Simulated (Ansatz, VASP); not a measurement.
## TiSi: VASP beside Ansatz

```xyz
2
Lattice="1.7617 -2.0541 0.0000 1.7617 2.0541 0.0000 0.0000 0.0000 3.8610" Properties=species:S:1:pos:R:3 pbc="T T T"
Ti    1.7617    0.0000    0.0000
Si    0.0000    0.0000    1.9305
```

Change from the starting cell: strain -0.030 along x and y, +0.015 along z, atoms carried along.

Alike in both runs: task single point; functional PBEsol; k mesh 18 × 18 × 12; occupations gaussian, width 0.15 eV; no spin polarisation.

```csv
,VASP,Ansatz
version,VASP 6.6.1,Ansatz 0.2.0
potentials or method,"VASP PAW PBE potentials, release 64 (Ti_sv, Si), cutoff 520 eV","scalar-relativistic, plane waves, PAW"
valence electrons in the cell,16,16
```

Ansatz gave:

* gap on the k mesh at the Fermi level (eV): none
* pressure (GPa): 1.4
* traceless stress, the component that is largest in VASP (GPa): -2.80

What did VASP give for the same quantities?

gap on the k mesh at the Fermi level (eV): none; pressure (GPa): 1.4; traceless stress, the component that is largest in VASP (GPa): -2.73.

VASP's potentials were made for PBE, not for PBEsol. A gap of «none» marks a metal or a gap that the smearing closes.
